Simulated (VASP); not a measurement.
# NaLu (Fm-3m) in VASP: further runs

NaLu is run at these levels: PBE; tasks: single point, relaxation of cell and atoms.

Program: VASP 6.6.1. These are calculated values, not measurements. Logs are shortened: lines on timing, memory, paths and dates and some standing lists are left out, and cuts for length are marked.

### Step 1. The cell of the first run

Symmetry: Fm-3m, No. 225, cubic system. The conventional cell has a = 5.636 Å, b = 5.636 Å, c = 5.636 Å, α = 90.00°, β = 90.00°, γ = 90.00°. Within 3.7 Å of Na (site symmetry m-3m) lie 6 Lu at 2.82 Å. Within 3.7 Å of Lu (site symmetry m-3m) lie 6 Na at 2.82 Å.

The cell was built from a structure type or drawn by symmetry, and may not be a known phase.

### Step 2. Single point, PBE

INCAR

```
SYSTEM = NaLu
PREC = Accurate ; ENCUT = 520
EDIFF = 1E-6 ; ISMEAR = 0
SIGMA = 0.1 ; LREAL = .False.
LASPH = .True. ; NELM = 80
ALGO = Normal ; ISIF = 2
LWAVE = .False. ; LCHARG = .False.
GGA = PE ; NBANDS = 23
```

KPOINTS

```
regular mesh
0
Gamma
  6 6 6
  0 0 0
```

POSCAR

```
NaLu
1.0
    0.0000000000      2.8178793000      2.8178793000
    2.8178793000      0.0000000000      2.8178793000
    2.8178793000      2.8178793000      0.0000000000
Na Lu
1 1
Direct
    0.5000000000      0.5000000000      0.5000000000
    0.0000000000      0.0000000000      0.0000000000
```

Potentials or basis: VASP PAW PBE potentials, release 64 (Na_pv, Lu).

Run with:

```
cat potpaw_PBE.64/Na_pv/POTCAR potpaw_PBE.64/Lu/POTCAR > POTCAR
mpirun -np 1 vasp_std > vasp.out
```

OUTCAR:

```text
SYSTEM = NaLu
   PREC = Accurate
   ENCUT = 520
   EDIFF = 1E-6
   ISMEAR = 0
   LREAL = .False.
   LASPH = .True.
   NELM = 80
   ISIF = 2
   GGA = PE

 ion  position               nearest neighbor table
   1  0.500  0.500  0.500-   2 2.82   2 2.82   2 2.82   2 2.82   2 2.82   2 2.82
   2  0.000  0.000  0.000-   1 2.82   1 2.82   1 2.82   1 2.82   1 2.82   1 2.82

  LATTYP: Found a face centered cubic cell.
 ALAT       =     5.6357586000

  Lattice vectors:

 A1 = (   0.0000000000,   2.8178793000,   2.8178793000)
 A2 = (   2.8178793000,   0.0000000000,   2.8178793000)
 A3 = (   2.8178793000,   2.8178793000,   0.0000000000)

Analysis of symmetry for initial positions (statically):
=====================================================================
 Subroutine PRICEL returns:
 Original cell was already a primitive cell.

 Routine SETGRP: Setting up the symmetry group for a
 face centered cubic supercell.

 Subroutine GETGRP returns: Found 48 space group operations
 (whereof 48 operations were pure point group operations)
 out of a pool of 48 trial point group operations.

The static configuration has the point symmetry O_h .

Analysis of symmetry for dynamics (positions and initial velocities):
=====================================================================
 Subroutine PRICEL returns:
 Original cell was already a primitive cell.

 Routine SETGRP: Setting up the symmetry group for a
 face centered cubic supercell.

 Subroutine GETGRP returns: Found 48 space group operations
 (whereof 48 operations were pure point group operations)
 out of a pool of 48 trial point group operations.

The dynamic configuration has the point symmetry O_h .

 Subroutine INISYM returns: Found 48 space group operations
 (whereof 48 operations are pure point group operations),
 and found     1 'primitive' translations

----------------------------------------------------------------------------------------

                                     Primitive cell

  volume of cell :      44.7504

  direct lattice vectors                    reciprocal lattice vectors
     0.000000000  2.817879300  2.817879300    -0.177438402  0.177438402  0.177438402
     2.817879300  0.000000000  2.817879300     0.177438402 -0.177438402  0.177438402
     2.817879300  2.817879300  0.000000000     0.177438402  0.177438402 -0.177438402

  length of vectors
     3.985083123  3.985083123  3.985083123     0.307332327  0.307332327  0.307332327

  position of ions in fractional coordinates (direct lattice)
     0.500000000  0.500000000  0.500000000
     0.000000000  0.000000000  0.000000000

  ion indices of the primitive-cell ions
   primitive index   ion index
                 1           1
                 2           2

----------------------------------------------------------------------------------------

 KPOINTS: regular mesh

Automatic generation of k-mesh.
 Grid dimensions read from file:
 generate k-points for:    6    6    6

 Generating k-lattice:

  Cartesian coordinates                     Fractional coordinates (reciprocal lattice)
    -0.029573067  0.029573067  0.029573067     0.166666667  0.000000000  0.000000000
     0.029573067 -0.029573067  0.029573067     0.000000000  0.166666667  0.000000000
     0.029573067  0.029573067 -0.029573067     0.000000000  0.000000000  0.166666667

  Length of vectors
     0.051222055  0.051222055  0.051222055

  Shift w.r.t. Gamma in fractional coordinates (k-lattice)
     0.000000000  0.000000000  0.000000000

 Subroutine IBZKPT returns following result:
 ===========================================

 Found     16 irreducible k-points:

 Following reciprocal coordinates:
            Coordinates               Weight
  0.000000  0.000000  0.000000      1.000000
  0.166667  0.000000  0.000000      8.000000
  0.333333  0.000000  0.000000      8.000000
  0.500000  0.000000  0.000000      4.000000
  0.166667  0.166667  0.000000      6.000000
  0.333333  0.166667  0.000000     24.000000
[... 8 lines left out ...]
 -0.333333  0.333333  0.166667     24.000000
 -0.333333  0.500000  0.166667     12.000000
   k-points           NKPTS =     16   k-points in BZ     NKDIM =     16   number of bands    NBANDS=     23
   number of dos      NEDOS =    301   number of ions     NIONS =      2
   total plane-waves  NPLWV =  27000
   dimension x,y,z NGX =    30 NGY =   30 NGZ =   30
   dimension x,y,z NGXF=    60 NGYF=   60 NGZF=   60
   ions per type =               1   1
   NGX,Y,Z   is equivalent  to a cutoff of  12.52, 12.52, 12.52 a.u.
   NGXF,Y,Z  is equivalent  to a cutoff of  25.03, 25.03, 25.03 a.u.
 SYSTEM =  NaLu
   PREC   = accura    normal or accurate (medium, high low for compatibility)
   ISTART =      0    job   : 0-new  1-cont  2-samecut
   ICHARG =      2    charge: 1-file 2-atom 10-const
   ISPIN  =      1    spin polarized calculation?
   LNONCOLLINEAR =      F non collinear calculations
   LSORBIT =      F    spin-orbit coupling
   LASPH  =      T    aspherical Exc in radial PAW
   ENCUT  =  520.0 eV  38.22 Ry    6.18 a.u.   7.41  7.41  7.41*2*pi/ulx,y,z
   NELM   =     80;   NELMIN=  2; NELMDL= -5     # of ELM steps
   EDIFF  = 0.1E-05   stopping-criterion for ELM
   LREAL  =      F    real-space projection
   EDIFFG = 0.1E-04   stopping-criterion for IOM
   NSW    =      0    number of steps for IOM
   IBRION =     -1    ionic relax: 0-MD 1-quasi-New 2-CG
   NFREE  =      0    steps in history (QN), initial steepest desc. (CG)
   ISIF   =      2    stress and relaxation
   ISYM   =      2    0-nonsym 1-usesym 2-fastsym
   POTIM  = 0.5000    time-step for ionic-motion
   TEBEG  =    0.0;   TEEND  =   0.0 temperature during run
   PSTRESS=    0.0 pullay stress
   NELECT =      32.0000    total number of electrons
   NUPDOWN=      -1.0000    fix difference up-down
   EMIN   =  10.00;   EMAX   =-10.00  energy-range for DOS
   EFERMI =   0.00;   METHOD = LEGACY
   ISMEAR =     0;   SIGMA  =   0.10  broadening in eV -4-tet -1-fermi 0-gaus
   EFERMI_NEDOS =   21; number of points for ismear=-14 and -15
   IALGO  =     38    algorithm
   IMIX   =      4    mixing-type and parameters
     AMIX     =   0.40;   BMIX     =  1.00
     AMIX_MAG =   1.60;   BMIX_MAG =  1.00
  volume/ion in A,a.u.               =      22.38       151.00
  Fermi-wavevector in a.u.,A,eV,Ry     =   1.463948  2.766461 29.159257  2.143145
  Thomas-Fermi vector in A             =   2.579983
   LORBIT       =      0    0 simple, 1 ext, 2 COOP (PROOUT), +10 PAW based schemes
   GGA     = PE    functional components
   LHFCALC =     F    Hartree Fock is set to
   AEXX    =    0.0000 exact exchange contribution
   IVDW    =     0    specifies the selected vdW correction
   LEPSILON=     F    determine dielectric tensor
   LRPA    =     F    only Hartree local field effects (RPA)
 non-spin polarized calculation
 Gauss-broadening in eV      SIGMA  =   0.10
  energy-cutoff  :      520.00
  volume of cell :       44.75
 maximum number of plane-waves:      1243
 NGX is ok and might be reduce to    30
   NGX = 15   NGY = 15   NGZ = 15

 number of electron      32.0000001 magnetization

 Free energy of the ion-electron system (eV)
  ---------------------------------------------------
  ext. energy  EPLUGINS =         0.00000000
  ---------------------------------------------------
  free energy    TOTEN  =        -3.42086977 eV

  energy without entropy =       -3.41453259  energy(sigma->0) =       -3.41770118

 E-fermi :   2.8055     XC(G=0): -10.1935

 val. band max:        2.6927626797   @ k =   0.3333   0.1667   0.0000
 cond. band min:       2.8095754810   @ k =   0.5000   0.5000   0.0000
 fundamental gap:      0.1168128013
 Fermi energy:         2.8054940079

 k-point     1 :       0.0000    0.0000    0.0000
  band No.  band energies     occupation
      1     -54.0261      2.00000
      2     -24.6661      2.00000
      3     -24.6661      2.00000
      4     -24.6661      2.00000
      5     -21.7893      2.00000
      6     -21.7893      2.00000
[... 15 lines left out ...]
     22      12.5670      0.00000
     23      12.5670      0.00000

 k-point     2 :       0.1667    0.0000    0.0000
  band No.  band energies     occupation
      1     -54.0252      2.00000
      2     -24.6899      2.00000
      3     -24.6665      2.00000
      4     -24.6665      2.00000
      5     -21.8016      2.00000
      6     -21.7968      2.00000
[... 15 lines left out ...]
     22      11.5927      0.00000
     23      13.0602      0.00000

 k-point     3 :       0.3333    0.0000    0.0000
  band No.  band energies     occupation
      1     -54.0236      2.00000
      2     -24.7376      2.00000
      3     -24.6674      2.00000
      4     -24.6674      2.00000
      5     -21.8253      2.00000
      6     -21.8117      2.00000
[... 15 lines left out ...]
     22      11.6270      0.00000
     23      12.0681      0.00000

 k-point     4 :       0.5000    0.0000    0.0000
  band No.  band energies     occupation
      1     -54.0228      2.00000
      2     -24.7614      2.00000
      3     -24.6679      2.00000
      4     -24.6679      2.00000
      5     -21.8367      2.00000
      6     -21.8191      2.00000
[... 15 lines left out ...]
     22      10.6577      0.00000
     23      10.6577      0.00000

 k-point     5 :       0.1667    0.1667    0.0000
  band No.  band energies     occupation
      1     -54.0249      2.00000
      2     -24.6797      2.00000
      3     -24.6797      2.00000
      4     -24.6792      2.00000
      5     -21.8172      2.00000
      6     -21.7879      2.00000
[... 226 lines left out ...]
 k-point    14 :       0.5000    0.3333    0.1667
  band No.  band energies     occupation
      1     -54.0224      2.00000
      2     -24.7462      2.00000
      3     -24.7256      2.00000
      4     -24.6844      2.00000
      5     -21.8170      2.00000
      6     -21.8074      2.00000
[... 15 lines left out ...]
     22       9.7022      0.00000
     23      11.1997      0.00000

 k-point    15 :      -0.3333    0.3333    0.1667
  band No.  band energies     occupation
      1     -54.0218      2.00000
      2     -24.7608      2.00000
      3     -24.7382      2.00000
      4     -24.6878      2.00000
      5     -21.8243      2.00000
      6     -21.7904      2.00000
[... 15 lines left out ...]
     22       9.1780      0.00000
     23      10.2939      0.00000

 k-point    16 :      -0.3333    0.5000    0.1667
  band No.  band energies     occupation
      1     -54.0215      2.00000
      2     -24.7811      2.00000
      3     -24.7412      2.00000
      4     -24.7008      2.00000
      5     -21.8129      2.00000
      6     -21.7800      2.00000
[... 15 lines left out ...]
     22       7.6992      0.00000
     23       9.5891      0.00000

------------------------ aborting loop because EDIFF is reached ----------------------------------------

  FORCE on cell =-STRESS in cart. coord.  units (eV):
  Direction    XX          YY          ZZ          XY          YZ          ZX
  --------------------------------------------------------------------------------------
  -------------------------------------------------------------------------------------
  Total        4.0012078      4.0012078      4.0012078      0.0000000      0.0000000      0.0000000
  in kB      143.2532652    143.2532652    143.2532652      0.0000000      0.0000000      0.0000000
  external PRESSURE =     143.2532652 kB  Pullay stress =       0.0000000 kB

 VOLUME and BASIS-vectors are now :
 -----------------------------------------------------------------------------
  energy-cutoff  :      520.00
  volume of cell :       44.75
      direct lattice vectors                 reciprocal lattice vectors
     0.000000000  2.817879300  2.817879300    -0.177438402  0.177438402  0.177438402
     2.817879300  0.000000000  2.817879300     0.177438402 -0.177438402  0.177438402
     2.817879300  2.817879300  0.000000000     0.177438402  0.177438402 -0.177438402

 POSITION                                       TOTAL-FORCE (eV/Angst)
 -----------------------------------------------------------------------------------
      2.81788      2.81788      2.81788        -0.000000      0.000000     -0.000000
      0.00000      0.00000      0.00000         0.000000     -0.000000      0.000000
 -----------------------------------------------------------------------------------
    total drift:                                0.000000      0.000000      0.000000

  FREE ENERGIE OF THE ION-ELECTRON SYSTEM (eV)
  ---------------------------------------------------
  free  energy   TOTEN  =        -3.4208697659 eV

  energy  without entropy=       -3.4145325922  energy(sigma->0) =       -3.41770118
```

It took 18 s on 1 thread of AMD EPYC 9R45 (Zen 5), shared host; peak memory 0.15 GiB.

Results:

```
Free energy            : -3.4209 eV
Pressure               : 14.3 GPa
Band gap on the k mesh : zero (bands 16 and 17 overlap by 1.48 eV)
```

Caveat: the cell stands under pressure; spin-orbit coupling is left out, which moves the levels of the heavy elements.

[end of part 1 of 2]
